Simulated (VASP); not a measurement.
# Au (Fd-3m) in VASP: a series of runs, part 3 of 3

VASP 6.6.1. The steps go on from the part before.

## 4. Relaxation of cell and atoms, r2SCAN

POSCAR reads:

```
Au
1.0
    0.0000000000      2.7470280705      2.7470280705
    2.7470280705      0.0000000000      2.7470280705
    2.7470280705      2.7470280705      0.0000000000
Au
2
Direct
    0.5000000000      0.5000000000      0.5000000000
    0.7500000000      0.7500000000      0.7500000000
```

INCAR.step1 reads:

```
ALGO = Normal
EDIFF = 1E-4
ENCUT = 600
GGA = PE
ISMEAR = 0
LASPH = T
LCHARG = F
LREAL = F
LWAVE = T
NELM = 80
PREC = Accurate
SIGMA = 0.1
```

INCAR.step2 reads:

```
ALGO = Normal
EDIFF = 1E-7
EDIFFG = -0.04
ENCUT = 600
IBRION = 2
ISIF = 3
ISMEAR = 0
ISTART = 1
LASPH = T
LCHARG = F
LMIXTAU = T
LREAL = F
LWAVE = F
METAGGA = R2SCAN
NELM = 80
NSW = 90
PREC = Accurate
SIGMA = 0.1
```

KPOINTS reads:

```
k-points
0
Gamma
  6 6 6
```

Potentials or basis: VASP PAW PBE potentials, release 64 (Au).

Started as:

```console
> cat potpaw_PBE.64/Au/POTCAR > POTCAR
> cp INCAR.step1 INCAR
> mpirun -np 1 vasp_std > vasp.out
> cp INCAR.step2 INCAR
> mpirun -np 1 vasp_std > vasp.out
```

OUTCAR:

```text
EDIFF = 1E-7
   EDIFFG = -0.04
   ENCUT = 600
   IBRION = 2
   ISIF = 3
   ISMEAR = 0
   ISTART = 1
   LASPH = T
   LREAL = F
   METAGGA = R2SCAN
   NELM = 80
   NSW = 90
   PREC = Accurate

 ion  position               nearest neighbor table
   1  0.500  0.500  0.500-   2 2.38   2 2.38   2 2.38   2 2.38
   2  0.750  0.750  0.750-   1 2.38   1 2.38   1 2.38   1 2.38

  LATTYP: Found a face centered cubic cell.
 ALAT       =     5.4940561410

  Lattice vectors:

 A1 = (   0.0000000000,   2.7470280705,   2.7470280705)
 A2 = (   2.7470280705,   0.0000000000,   2.7470280705)
 A3 = (   2.7470280705,   2.7470280705,   0.0000000000)

Analysis of symmetry for initial positions (statically):
=====================================================================
 Subroutine PRICEL returns:
 Original cell was already a primitive cell.

 Routine SETGRP: Setting up the symmetry group for a
 face centered cubic supercell.

 Subroutine GETGRP returns: Found 48 space group operations
 (whereof 24 operations were pure point group operations)
 out of a pool of 48 trial point group operations.

The static configuration has the point symmetry T_d .
 The point group associated with its full space group is O_h .

Analysis of symmetry for dynamics (positions and initial velocities):
[... 124 lines left out ...]
  volume/ion in A,a.u.               =      20.73       139.89
  Fermi-wavevector in a.u.,A,eV,Ry     =   1.325387  2.504618 23.900675  1.756650
  Thomas-Fermi vector in A             =   2.454851
   LORBIT       =      0    0 simple, 1 ext, 2 COOP (PROOUT), +10 PAW based schemes
   METAGGA = R2SCAN    functional components
   LHFCALC =     F    Hartree Fock is set to
   AEXX    =    0.0000 exact exchange contribution
   IVDW    =     0    specifies the selected vdW correction
   LEPSILON=     F    determine dielectric tensor
   LRPA    =     F    only Hartree local field effects (RPA)
 conjugate gradient relaxation of ions
 non-spin polarized calculation
 Gauss-broadening in eV      SIGMA  =   0.10
  energy-cutoff  :      600.00
  volume of cell :       41.46
 maximum number of plane-waves:      1411
   NGX = 15   NGY = 15   NGZ = 15

--------------------------------------- Ionic step        1  -------------------------------------------

 number of electron      22.0000002 magnetization

 Free energy of the ion-electron system (eV)
  ---------------------------------------------------
  ext. energy  EPLUGINS =         0.00000000
  ---------------------------------------------------
  free energy    TOTEN  =       -98.05939603 eV

  energy without entropy =      -98.05034054  energy(sigma->0) =      -98.05486828

 E-fermi :   6.4933     XC(G=0): -11.9636

 val. band max:        6.4830727966   @ k =  -0.3333   0.3333   0.1667
 cond. band min:       6.9611613750   @ k =   0.5000   0.1667   0.0000
 fundamental gap:      0.4780885784
 Fermi energy:         6.4932979669
[... 1019 lines left out ...]
--------------------------------------- Ionic step        5  -------------------------------------------

 number of electron      22.0000003 magnetization

 Free energy of the ion-electron system (eV)
  ---------------------------------------------------
  ext. energy  EPLUGINS =         0.00000000
  ---------------------------------------------------
  free energy    TOTEN  =       -99.58281926 eV

  energy without entropy =      -99.57350838  energy(sigma->0) =      -99.57816382

 E-fermi :   3.1953     XC(G=0): -10.1307

 val. band max:        2.6485503815   @ k =  -0.3333   0.3333   0.1667
 cond. band min:       3.2234196386   @ k =   0.5000   0.5000   0.0000
 fundamental gap:      0.5748692571
 Fermi energy:         3.1953450371
[... 315 lines left out ...]
  FREE ENERGIE OF THE ION-ELECTRON SYSTEM (eV)
  ---------------------------------------------------
  free  energy   TOTEN  =       -99.5828192642 eV

  energy  without entropy=      -99.5735083826  energy(sigma->0) =      -99.57816382

 reached required accuracy - stopping structural energy minimisation
```

OSZICAR.step1:

```text
N       E                     dE             d eps       ncg     rms          rms(c)
DAV:   1     0.142102231510E+03    0.14210E+03   -0.12646E+04   480   0.156E+03
DAV:   2    -0.169228983677E+01   -0.14379E+03   -0.13927E+03   550   0.305E+02
DAV:   3    -0.375949821431E+01   -0.20672E+01   -0.20629E+01   536   0.401E+01
DAV:   4    -0.377298638640E+01   -0.13488E-01   -0.13487E-01   557   0.326E+00
DAV:   5    -0.377315872387E+01   -0.17234E-03   -0.17234E-03   529   0.383E-01    0.210E+01
DAV:   6    -0.328971648712E+01    0.48344E+00   -0.12979E+00   529   0.989E+00    0.136E+01
DAV:   7    -0.323771835328E+01    0.51998E-01   -0.12637E-01   557   0.278E+00    0.451E+00
DAV:   8    -0.323041653360E+01    0.73018E-02   -0.21130E-02   501   0.129E+00    0.308E-01
DAV:   9    -0.323029180878E+01    0.12472E-03   -0.76951E-04   508   0.252E-01    0.599E-02
DAV:  10    -0.323031126853E+01   -0.19460E-04   -0.24137E-05   261   0.444E-02
   1 F= -.32303113E+01 E0= -.32249417E+01  d E =-.107392E-01
```

It took 4.8 min on 1 thread of Intel Xeon Platinum 8259CL at 2.50GHz (Skylake/Cascade Lake), shared host; peak memory 0.2 GiB.

Results:

```
Free energy                           : -99.5828 eV
Relaxed volume                        : 28.19 Å³/atom
Relaxed cell                          : a = 4.304 Å, b = 4.304 Å, c = 4.304 Å, α = 60.00°, β = 60.00°, γ = 60.00°
Space group after relaxing (to 0.1 Å) : Fd-3m (No. 227)
Energy gained by relaxing             : 761.7 meV/atom
Ionic steps                           : 5
Pressure after relaxing               : 0.0 GPa
Band gap on the k mesh                : zero (bands 11 and 12 overlap by 0.69 eV)
```

Step by step:
| step | energy change (eV) | largest force (eV/Å) | pressure (GPa) | volume (Å³) |
| --- | --- | --- | --- | --- |
| 1 | 0.0000 | 0.0000 | 45.90 | 41.46 |
| 2 | -0.1959 | 0.0000 | -8.11 | 88.28 |
| 3 | -1.5137 | 0.0000 | -1.74 | 58.14 |
| 4 | -1.5213 | 0.0000 | -0.84 | 57.21 |
| 5 | -1.5234 | 0.0000 | 0.03 | 56.39 |

Final structure:
```
CELL_PARAMETERS angstrom
0.00000 3.04361 3.04361
3.04361 0.00000 3.04361
3.04361 3.04361 0.00000
ATOMIC_POSITIONS crystal
Au 0.50000 0.50000 0.50000
Au 0.75000 0.75000 0.75000
```

Caveat: the volume moved by over 15 % at a fixed basis, so the end points are rough; the PAW data sets were made with another functional, which shifts forces and pressure a little; spin-orbit coupling is left out, which moves the levels of the heavy elements.

## 5. Single point, r2SCAN

This run uses another cell than the first one, of 28.03 Å³/atom.

POSCAR reads:

```
Au
1.0
    0.0000000000      3.0377622110      3.0377622110
    3.0377622110      0.0000000000      3.0377622110
    3.0377622110      3.0377622110      0.0000000000
Au
2
Direct
    0.0000000000      0.0000000000      0.0000000000
    0.2500000000      0.2500000000      0.2500000000
```

INCAR.step1 reads:

```
  ALGO = Normal
  EDIFF = 1E-4
  ENCUT = 520
  GGA = PE
  ISMEAR = 0
  LASPH = True
  LCHARG = False
  LREAL = False
  LWAVE = True
  NBANDS = 18
  NELM = 80
  PREC = Accurate
  SIGMA = 0.1
```

INCAR.step2 reads:

```
  ALGO = Normal
  EDIFF = 1E-7
  ENCUT = 520
  ISIF = 2
  ISMEAR = 0
  ISTART = 1
  LASPH = True
  LCHARG = False
  LMIXTAU = True
  LREAL = False
  LWAVE = False
  METAGGA = R2SCAN
  NBANDS = 18
  NELM = 80
  PREC = Accurate
  SIGMA = 0.1
```

KPOINTS reads:

```
k-points
0
Gamma
  16 16 16
```

Started as:

```console
> cat potpaw_PBE.64/Au/POTCAR > POTCAR
> cp INCAR.step1 INCAR
> mpirun -np 1 vasp_std > vasp.out
> cp INCAR.step2 INCAR
> mpirun -np 1 vasp_std > vasp.out
```

It took 5.3 min on 1 thread of Intel Xeon Platinum 8259CL at 2.50GHz (Skylake/Cascade Lake), shared host; peak memory 0.27 GiB.

Results (log left out):

| Property | Result |
| --- | --- |
| Free energy | -99.6047 eV |
| Pressure | 0.1 GPa |
| Band gap on the k mesh | zero (bands 11 and 12 overlap by 0.70 eV) |

Levels at points of the mesh, in eV from the Fermi level:
| k point | band 8 | band 9 | band 10 | band 11 | band 12 | band 13 | band 14 | band 15 |
| --- | --- | --- | --- | --- | --- | --- | --- | --- |
| (0.00, 0.00, 0.00) | -2.46 | -2.46 | -1.42 | -1.42 | 9.13 | 10.15 | 10.16 | 10.16 |
| (0.50, 0.00, 0.00) | -2.23 | -1.54 | -1.54 | -0.85 | -0.40 | 7.17 | 7.17 | 9.29 |
| (0.50, 0.50, 0.00) | -2.99 | -1.35 | -1.35 | 0.29 | 0.29 | 3.96 | 3.96 | 8.32 |

Caveat: the PAW data sets were made with another functional, which shifts forces and pressure a little; spin-orbit coupling is left out, which moves the levels of the heavy elements.

## 6. Summary

```tsv
task	cell	k mesh	cutoff (eV)	gap on the mesh (eV)	pressure (GPa)
single point	a = 3.885 Å, angles 60.0°, 2 atoms	6 × 6 × 6	520	none	45.8
single point	a = 4.302 Å, angles 60.0°, 2 atoms	6 × 6 × 6	520	none	0.1
relaxation of cell and atoms	relaxed from a = 3.885 Å, angles 60.0°, 2 atoms	6 × 6 × 6	600	none	0.0
single point	a = 4.296 Å, angles 60.0°, 2 atoms	16 × 16 × 16	520	none	0.1
```

Alike in all rows: level r2SCAN; potentials or basis VASP PAW PBE potentials, release 64 (Au); no spin polarisation; smearing gaussian 0.1 eV.

Caveats: the PAW data sets were made with another functional, which shifts forces and pressure a little; spin-orbit coupling is left out, which moves the levels of the heavy elements; the cell stands under pressure (at least some runs); the volume moved by over 15 % at a fixed basis, so the end points are rough (at least some runs).

Absolute energies hang on the potentials; compare differences alone.
